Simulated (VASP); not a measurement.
# W (P4_2/mmc) in VASP: notebook

W is run at these levels: PBEsol; tasks: single point.

Everything below comes from runs of VASP 6.6.1. Logs are shortened: lines on timing, memory, paths and dates and some standing lists are left out, and cuts for length are marked.

## (1) The cell of the first run

The structure is tetragonal, space group P4_2/mmc (No. 131). The conventional cell has a = 5.032 Å, b = 5.032 Å, c = 4.629 Å, α = 90.00°, β = 90.00°, γ = 90.00°. Within 3.5 Å of W (site symmetry mmm) lie 12 W at 2.63 to 2.81 Å. W (site symmetry -4m2) has 14 W at 2.31 to 3.04 Å within 3.1 Å. W (site symmetry m2m) has 14 W at 2.52 to 3.04 Å within 3.3 Å.

## (2) Single point, PBEsol (strain +0.000 along x and y, -0.080 along z)

Input file INCAR:

```
SYSTEM = W
ALGO = Fast ; EDIFF = 1E-6
ENCUT = 520 ; GGA = PS
ISIF = 2 ; ISMEAR = 0
LASPH = .TRUE. ; LCHARG = .FALSE.
LREAL = .FALSE. ; LWAVE = .FALSE.
NBANDS = 66 ; NELM = 60
PREC = Accurate ; SIGMA = 0.15
```

Input file KPOINTS:

```
k-points
0
G
  8 8 8
  0 0 0
```

Input file POSCAR:

```
W
1.0
    5.0320434148      0.0000000000      0.0000000000
    0.0000000000      5.0320434148      0.0000000000
    0.0000000000      0.0000000000      4.6294799416
W
8
Direct
    0.0000000000      0.0000000000      0.0000000000
    0.5000000000      0.5000000000      0.5000000000
    0.0000000000      0.5000000000      0.2500000000
    0.0000000000      0.5000000000      0.7500000000
    0.2500000000      0.0000000000      0.5000000000
    0.7500000000      0.0000000000      0.5000000000
    0.5000000000      0.7500000000      0.0000000000
    0.5000000000      0.2500000000      0.0000000000
```

Potentials or basis: VASP PAW PBE potentials, release 64 (W_sv).

Started as:

```
> cat potpaw_PBE.64/W_sv/POTCAR > POTCAR
> mpirun -np 1 vasp_std > vasp.out
```

OUTCAR:

```text
SYSTEM = W
   EDIFF = 1E-6
   ENCUT = 520
   GGA = PS
   ISIF = 2
   ISMEAR = 0
   LASPH = .TRUE.
   LREAL = .FALSE.
   NELM = 60
   PREC = Accurate

 ion  position               nearest neighbor table
   1  0.000  0.000  0.000-   5 2.63   6 2.63   5 2.63   6 2.63   3 2.77   4 2.77   3 2.77   4 2.77
                             7 2.81   8 2.81   7 2.81   8 2.81
   2  0.500  0.500  0.500-   7 2.63   8 2.63   7 2.63   8 2.63   3 2.77   4 2.77   3 2.77   4 2.77
                             5 2.81   6 2.81   5 2.81   6 2.81
   3  0.000  0.500  0.250-   4 2.31   4 2.31   1 2.77   2 2.77   1 2.77   2 2.77   8 3.04   5 3.04
                             6 3.04   5 3.04   6 3.04   7 3.04   7 3.04   8 3.04
   4  0.000  0.500  0.750-   3 2.31   3 2.31   1 2.77   2 2.77   1 2.77   2 2.77   8 3.04   5 3.04
                             6 3.04   5 3.04   6 3.04   7 3.04   7 3.04   8 3.04
   5  0.250  0.000  0.500-   6 2.52   6 2.52   1 2.63   1 2.63   2 2.81   2 2.81   7 2.92   8 2.92
                             8 2.92   7 2.92   3 3.04   3 3.04   4 3.04   4 3.04
   6  0.750  0.000  0.500-   5 2.52   5 2.52   1 2.63   1 2.63   2 2.81   2 2.81   7 2.92   8 2.92
                             8 2.92   7 2.92   3 3.04   3 3.04   4 3.04   4 3.04
   7  0.500  0.750  0.000-   8 2.52   8 2.52   2 2.63   2 2.63   1 2.81   1 2.81   5 2.92   6 2.92
                             5 2.92   6 2.92   3 3.04   4 3.04   3 3.04   4 3.04
   8  0.500  0.250  0.000-   7 2.52   7 2.52   2 2.63   2 2.63   1 2.81   1 2.81   5 2.92   6 2.92
                             5 2.92   6 2.92   3 3.04   4 3.04   3 3.04   4 3.04

  LATTYP: Found a simple tetragonal cell.
 ALAT       =     5.0320434148
 C/A-ratio  =     0.9200000000

  Lattice vectors:

 A1 = (   5.0320434148,   0.0000000000,   0.0000000000)
 A2 = (   0.0000000000,   5.0320434148,   0.0000000000)
 A3 = (   0.0000000000,   0.0000000000,   4.6294799416)

Analysis of symmetry for initial positions (statically):
=====================================================================
 Subroutine PRICEL returns:
 Original cell was already a primitive cell.

 Routine SETGRP: Setting up the symmetry group for a
 simple tetragonal supercell.

 Subroutine GETGRP returns: Found 16 space group operations
 (whereof  8 operations were pure point group operations)
 out of a pool of 16 trial point group operations.

The static configuration has the point symmetry D_2h.
 The point group associated with its full space group is D_4h.

Analysis of symmetry for dynamics (positions and initial velocities):
=====================================================================
 Subroutine PRICEL returns:
 Original cell was already a primitive cell.

 Routine SETGRP: Setting up the symmetry group for a
 simple tetragonal supercell.

 Subroutine GETGRP returns: Found 16 space group operations
 (whereof  8 operations were pure point group operations)
 out of a pool of 16 trial point group operations.

The dynamic configuration has the point symmetry D_2h.
 The point group associated with its full space group is D_4h.

 Subroutine INISYM returns: Found 16 space group operations
 (whereof  8 operations are pure point group operations),
 and found     1 'primitive' translations

----------------------------------------------------------------------------------------

                                     Primitive cell

  volume of cell :     117.2252

  direct lattice vectors                    reciprocal lattice vectors
     5.032043415  0.000000000  0.000000000     0.198726425  0.000000000  0.000000000
     0.000000000  5.032043415  0.000000000     0.000000000  0.198726425  0.000000000
     0.000000000  0.000000000  4.629479942     0.000000000  0.000000000  0.216006984

  length of vectors
     5.032043415  5.032043415  4.629479942     0.198726425  0.198726425  0.216006984

  position of ions in fractional coordinates (direct lattice)
     0.000000000  0.000000000  0.000000000
     0.500000000  0.500000000  0.500000000
     0.000000000  0.500000000  0.250000000
     0.000000000  0.500000000  0.750000000
     0.250000000  0.000000000  0.500000000
     0.750000000  0.000000000  0.500000000
     0.500000000  0.750000000  0.000000000
     0.500000000  0.250000000  0.000000000

  ion indices of the primitive-cell ions
   primitive index   ion index
                 1           1
                 2           2
                 3           3
                 4           4
                 5           5
                 6           6
                 7           7
                 8           8

----------------------------------------------------------------------------------------

 KPOINTS: k-points

Automatic generation of k-mesh.
 Grid dimensions read from file:
 generate k-points for:    8    8    8

 Generating k-lattice:

  Cartesian coordinates                     Fractional coordinates (reciprocal lattice)
     0.024840803  0.000000000  0.000000000     0.125000000  0.000000000  0.000000000
     0.000000000  0.024840803  0.000000000     0.000000000  0.125000000  0.000000000
     0.000000000  0.000000000  0.027000873     0.000000000  0.000000000  0.125000000

  Length of vectors
     0.024840803  0.024840803  0.027000873

  Shift w.r.t. Gamma in fractional coordinates (k-lattice)
     0.000000000  0.000000000  0.000000000

 Subroutine IBZKPT returns following result:
 ===========================================

 Found     75 irreducible k-points:

 Following reciprocal coordinates:
            Coordinates               Weight
  0.000000  0.000000  0.000000      1.000000
  0.125000  0.000000  0.000000      4.000000
  0.250000  0.000000  0.000000      4.000000
  0.375000  0.000000  0.000000      4.000000
  0.500000  0.000000  0.000000      2.000000
  0.125000  0.125000  0.000000      4.000000
[... 16 lines left out ...]
  0.375000  0.125000  0.125000     16.000000
  0.500000  0.125000  0.125000      8.000000
 [... further k-points ...]
   k-points           NKPTS =     75   k-points in BZ     NKDIM =     75   number of bands    NBANDS=     66
   number of dos      NEDOS =    301   number of ions     NIONS =      8
   total plane-waves  NPLWV =  57600
   dimension x,y,z NGX =    40 NGY =   40 NGZ =   36
   dimension x,y,z NGXF=    80 NGYF=   80 NGZF=   72
   ions per type =               8
   NGX,Y,Z   is equivalent  to a cutoff of  13.21, 13.21, 12.93 a.u.
   NGXF,Y,Z  is equivalent  to a cutoff of  26.43, 26.43, 25.86 a.u.
 SYSTEM =  W
   PREC   = accura    normal or accurate (medium, high low for compatibility)
   ISTART =      0    job   : 0-new  1-cont  2-samecut
   ICHARG =      2    charge: 1-file 2-atom 10-const
   ISPIN  =      1    spin polarized calculation?
   LNONCOLLINEAR =      F non collinear calculations
   LSORBIT =      F    spin-orbit coupling
   LASPH  =      T    aspherical Exc in radial PAW
   ENCUT  =  520.0 eV  38.22 Ry    6.18 a.u.   9.36  9.36  8.61*2*pi/ulx,y,z
   NELM   =     60;   NELMIN=  2; NELMDL= -5     # of ELM steps
   EDIFF  = 0.1E-05   stopping-criterion for ELM
   LREAL  =      F    real-space projection
   EDIFFG = 0.1E-04   stopping-criterion for IOM
   NSW    =      0    number of steps for IOM
   IBRION =     -1    ionic relax: 0-MD 1-quasi-New 2-CG
   NFREE  =      0    steps in history (QN), initial steepest desc. (CG)
   ISIF   =      2    stress and relaxation
   ISYM   =      2    0-nonsym 1-usesym 2-fastsym
   POTIM  = 0.5000    time-step for ionic-motion
   TEBEG  =    0.0;   TEEND  =   0.0 temperature during run
   PSTRESS=    0.0 pullay stress
   NELECT =     112.0000    total number of electrons
   NUPDOWN=      -1.0000    fix difference up-down
   EMIN   =  10.00;   EMAX   =-10.00  energy-range for DOS
   EFERMI =   0.00;   METHOD = LEGACY
   ISMEAR =     0;   SIGMA  =   0.15  broadening in eV -4-tet -1-fermi 0-gaus
   EFERMI_NEDOS =   21; number of points for ismear=-14 and -15
   IALGO  =     68    algorithm
   IMIX   =      4    mixing-type and parameters
     AMIX     =   0.40;   BMIX     =  1.00
     AMIX_MAG =   1.60;   BMIX_MAG =  1.00
  volume/ion in A,a.u.               =      14.65        98.88
  Fermi-wavevector in a.u.,A,eV,Ry     =   1.612404  3.047002 35.373059  2.599846
  Thomas-Fermi vector in A             =   2.707639
   LORBIT       =      0    0 simple, 1 ext, 2 COOP (PROOUT), +10 PAW based schemes
   GGA     = PS    functional components
   LHFCALC =     F    Hartree Fock is set to
   AEXX    =    0.0000 exact exchange contribution
   IVDW    =     0    specifies the selected vdW correction
   LEPSILON=     F    determine dielectric tensor
   LRPA    =     F    only Hartree local field effects (RPA)
 non-spin polarized calculation
 RMM-DIIS sequential band-by-band and
 Gauss-broadening in eV      SIGMA  =   0.15
  energy-cutoff  :      520.00
  volume of cell :      117.23
 maximum number of plane-waves:      3205
 NGX is ok and might be reduce to    40
   NGX = 19   NGY = 19   NGZ = 17

 number of electron     111.9999995 magnetization

 Free energy of the ion-electron system (eV)
  ---------------------------------------------------
  ext. energy  EPLUGINS =         0.00000000
  ---------------------------------------------------
  free energy    TOTEN  =      -107.62087271 eV

  energy without entropy =     -107.58155759  energy(sigma->0) =     -107.60121515

 E-fermi :  12.2014     XC(G=0): -14.1898

 val. band max:       12.2012721876   @ k =   0.5000   0.0000   0.3750
 cond. band min:      12.2138945269   @ k =   0.3750   0.1250   0.0000
 fundamental gap:      0.0126223393
 Fermi energy:        12.2014459783

 k-point     1 :       0.0000    0.0000    0.0000
  band No.  band energies     occupation
      1     -61.8179      2.00000
      2     -61.5874      2.00000
      3     -61.5198      2.00000
      4     -61.3976      2.00000
      5     -61.3770      2.00000
      6     -61.3770      2.00000
[... 58 lines left out ...]
     65      14.4925      0.00000
     66      15.2435      0.00000

 k-point     2 :       0.1250    0.0000    0.0000
  band No.  band energies     occupation
      1     -61.8172      2.00000
      2     -61.5837      2.00000
      3     -61.5174      2.00000
      4     -61.3976      2.00000
      5     -61.3840      2.00000
      6     -61.3770      2.00000
[... 1576 lines left out ...]
     65      15.3485      0.00000
     66      15.6586      0.00000

 [... further k-points ...]

------------------------ aborting loop because EDIFF is reached ----------------------------------------

  FORCE on cell =-STRESS in cart. coord.  units (eV):
  Direction    XX          YY          ZZ          XY          YZ          ZX
  --------------------------------------------------------------------------------------
  -------------------------------------------------------------------------------------
  Total       13.5489383     13.5489383     51.1134489      0.0000000      0.0000000      0.0000000
  in kB      185.1803424    185.1803424    698.5939225      0.0000000      0.0000000      0.0000000
  external PRESSURE =     356.3182024 kB  Pullay stress =       0.0000000 kB

 VOLUME and BASIS-vectors are now :
 -----------------------------------------------------------------------------
  energy-cutoff  :      520.00
  volume of cell :      117.23
      direct lattice vectors                 reciprocal lattice vectors
     5.032043415  0.000000000  0.000000000     0.198726425  0.000000000  0.000000000
     0.000000000  5.032043415  0.000000000     0.000000000  0.198726425  0.000000000
     0.000000000  0.000000000  4.629479942     0.000000000  0.000000000  0.216006984

 POSITION                                       TOTAL-FORCE (eV/Angst)
 -----------------------------------------------------------------------------------
      0.00000      0.00000      0.00000         0.000000      0.000000      0.000000
      2.51602      2.51602      2.31474         0.000000      0.000000      0.000000
      0.00000      2.51602      1.15737         0.000000     -0.000000     -0.000000
      0.00000      2.51602      3.47211         0.000000      0.000000     -0.000000
      1.25801      0.00000      2.31474         0.258566      0.000000      0.000000
      3.77403      0.00000      2.31474        -0.258566      0.000000      0.000000
      2.51602      3.77403      0.00000         0.000000      0.258566      0.000000
      2.51602      1.25801      0.00000         0.000000     -0.258566      0.000000
 -----------------------------------------------------------------------------------
    total drift:                               -0.000000     -0.000000      0.000000

  FREE ENERGIE OF THE ION-ELECTRON SYSTEM (eV)
  ---------------------------------------------------
  free  energy   TOTEN  =      -107.6208727096 eV

  energy  without entropy=     -107.5815575879  energy(sigma->0) =     -107.60121515
```

It took 5.6 min on 1 thread of Intel Xeon 6975P-C (Granite Rapids), shared host; peak memory 0.49 GiB.

Results:

```
Free energy            : -107.6209 eV
Pressure               : 35.6 GPa
Largest force          : 0.259 eV/Å
Band gap on the k mesh : zero (bands 56 and 57 overlap by 1.22 eV)
```

Forces on the atoms (eV/Å):
```
W    0.000  0.000  0.000
W    0.000  0.000  0.000
W    0.000  0.000  0.000
W    0.000  0.000  0.000
W    0.259  0.000  0.000
W   -0.259  0.000  0.000
W    0.000  0.259  0.000
W    0.000 -0.259  0.000
```

Stress tensor (GPa, compression positive):
```
18.52  0.00  0.00
 0.00 18.52  0.00
 0.00  0.00 69.86
```

Levels at points of the mesh, in eV from the Fermi level:
```tsv
k point	band 54	band 55	band 56	band 57	band 58	band 59
(0.00, 0.00, 0.00)	-1.16	-0.76	-0.76	-0.65	1.58	1.73
(0.50, 0.00, 0.00)	-1.08	-0.71	-0.11	0.50	0.63	0.66
(0.50, 0.50, 0.00)	-1.17	-1.17	0.57	0.75	0.75	0.87
(0.00, 0.00, 0.50)	-1.15	-1.05	-1.05	0.22	0.22	0.85
(0.50, 0.00, 0.50)	-1.30	-1.08	0.17	0.30	0.34	0.64
(0.50, 0.50, 0.50)	-1.41	-0.71	-0.71	1.18	1.18	1.55
```

Caveat: the cell differs from its parent crystal (strain +0.000 along x and y, -0.080 along z); the cell stands under pressure; the PAW data sets were made with another functional, which shifts forces and pressure a little; spin-orbit coupling is left out, which moves the levels of the heavy elements.

## (3) Single point, PBEsol (strain -0.080 along x and y, +0.000 along z)

Input file INCAR:

```
SYSTEM = W
  ALGO = Fast
  EDIFF = 1E-6
  ENCUT = 520
  GGA = PS
  ISIF = 2
  ISMEAR = 0
  LASPH = .TRUE.
  LCHARG = .TRUE.
  LELF = .TRUE.
  LREAL = .FALSE.
  LVHAR = .TRUE.
  LWAVE = .FALSE.
  NBANDS = 66
  NELM = 100
  PREC = Accurate
  SIGMA = 0.15
```

KPOINTS is that of step 2.

POSCAR: that of step 2 with these lines changed.

```diff
@@ -2,5 +2,5 @@
 1.0
-    5.0320434148      0.0000000000      0.0000000000
-    0.0000000000      5.0320434148      0.0000000000
-    0.0000000000      0.0000000000      4.6294799416
+    4.6294799416      0.0000000000      0.0000000000
+    0.0000000000      4.6294799416      0.0000000000
+    0.0000000000      0.0000000000      5.0320434148
 W
```

Potentials or basis: VASP PAW PBE potentials, release 64 (W_sv).

Started as:

```
> cat potpaw_PBE.64/W_sv/POTCAR > POTCAR
> mpirun -np 1 vasp_std > vasp.out
```

It took 4.8 min on 1 thread of Intel Xeon 6975P-C (Granite Rapids), shared host; peak memory 0.46 GiB.

Results (log left out):

```yaml
Free_energy: -104.3921 eV
Pressure: 79.8 GPa
Largest_force: 0.366 eV/Å
Band_gap_on_the_k_mesh: zero (bands 56 and 57 overlap by 1.43 eV)
```

Forces in eV/Å, atoms in the order of the input:
```
W    0.000  0.000  0.000
W    0.000  0.000  0.000
W    0.000  0.000  0.000
W    0.000  0.000  0.000
W   -0.366  0.000  0.000
W    0.366  0.000  0.000
W    0.000 -0.366  0.000
W    0.000  0.366  0.000
```

Stress tensor (GPa, compression positive):
```
99.50  0.00  0.00
 0.00 99.50  0.00
 0.00  0.00 40.50
```

Levels at points of the mesh, in eV from the Fermi level:
```
           k point  band 54  band 55  band 56  band 57  band 58  band 59
(0.00, 0.00, 0.00)    -1.50    -0.94    -0.94    -0.75     1.79     1.82
(0.50, 0.00, 0.00)    -1.14    -0.94    -0.23     0.23     0.34     0.48
(0.50, 0.50, 0.00)    -1.44    -1.44     0.24     0.24     0.33     0.75
(0.00, 0.00, 0.50)    -1.31    -0.45    -0.45     0.82     0.82     0.93
(0.50, 0.00, 0.50)    -1.35    -1.22     0.57     0.60     0.68     0.93
(0.50, 0.50, 0.50)    -1.04    -0.73    -0.73     1.41     1.41     1.49
```

Caveat: the cell differs from its parent crystal (strain -0.080 along x and y, +0.000 along z); the cell stands under pressure; the PAW data sets were made with another functional, which shifts forces and pressure a little; spin-orbit coupling is left out, which moves the levels of the heavy elements.
